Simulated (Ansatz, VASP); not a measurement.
## Sn in VASP and in Ansatz

```xyz
1
Lattice="-1.9192 1.9192 1.9192 1.9192 -1.9192 1.9192 1.9192 1.9192 -1.9192" Properties=species:S:1:pos:R:3 pbc="T T T"
Sn    0.0000    0.0000    0.0000
```

Change from the starting cell: strain +0.025 along x and y, +0.025 along z, atoms carried along.

Alike in both runs: task single point; functional PBEsol; k mesh 22 × 22 × 22; occupations gaussian, width 0.15 eV; no spin polarisation.

|  | VASP | Ansatz |
| --- | --- | --- |
| version | VASP 6.6.1 | Ansatz 0.2.0 |
| potentials or method | VASP PAW PBE potentials, release 64 (Sn_d), cutoff 520 eV | scalar-relativistic, plane waves, PAW |
| valence electrons in the cell | 14 | 14 |

|  | VASP | Ansatz | Ansatz less VASP |
| --- | --- | --- | --- |
| gap on the k mesh at the Fermi level (eV) | none | none | - |
| pressure (GPa) | -3.7 | -3.7 | +0.04 |

VASP's potentials were made for PBE, not for PBEsol. A gap of «none» marks a metal or a gap that the smearing closes. With one functional, cell and mesh, what is left measures potentials, basis and numerics.
